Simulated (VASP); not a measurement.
# SnSe: single point with PBEsol+D3(BJ)

Crystal: SnSe.

```xyz
4
Lattice="4.1533 0.0000 0.0000 0.0000 4.1533 0.0000 0.0000 0.0000 5.8741" Properties=species:S:1:pos:R:3 pbc="T T T"
Sn    2.0767    0.0000    1.4687
Sn    0.0000    2.0767    4.4054
Se    2.0767    0.0000    4.4055
Se    0.0000    2.0767    1.4686
```

- Program: VASP 6.6.1
- Task: single point
- Functional: PBEsol
- Dispersion: D3(BJ)
- Potentials or basis: VASP PAW PBE potentials, release 64 (Sn_d, Se)
- Cutoff: 520 eV
- k mesh: 8 × 8 × 6
- Occupations: gaussian, width 0.03 eV
- Spin: no spin polarisation
- Dipole correction: no
- Further INCAR settings: ALGO = Normal; EDIFF = 1e-07; NBANDS = 28

```yaml
Pressure: 0.0 GPa
Band_gap_on_the_k_mesh: 0.29 eV
Dispersion_energy_per_atom: -0.355 eV
```

Levels at points of the mesh, in eV from the valence-band top:
```
           k point  band 17  band 18  band 19  band 20  band 21  band 22  band 23  band 24
(0.00, 0.00, 0.00)    -4.03    -2.42    -2.42    -2.42     2.64     4.54     4.54     4.54
(0.50, 0.00, 0.00)    -2.32    -2.32    -0.63    -0.63     1.28     1.28     1.71     1.71
(0.50, 0.50, 0.00)    -4.03    -4.03    -4.03    -4.03     2.64     2.64     5.72     5.72
(0.00, 0.00, 0.50)    -3.32    -3.32    -1.81    -1.81     2.25     2.25     3.60     3.60
(0.50, 0.00, 0.50)    -2.16    -2.16    -0.17    -0.17     0.83     0.83     1.13     1.13
(0.50, 0.50, 0.50)    -5.22    -5.22    -0.80    -0.80     1.48     1.48     4.81     4.81
```

Wall time 3 min on 1 thread of Intel Xeon 8259CL, on a shared host, peak memory 0.31 GiB.

Caveat: the PAW data sets were made with another functional, which shifts forces and pressure a little; spin-orbit coupling is left out, which moves the levels of the heavy elements. A k mesh can miss the band edges.
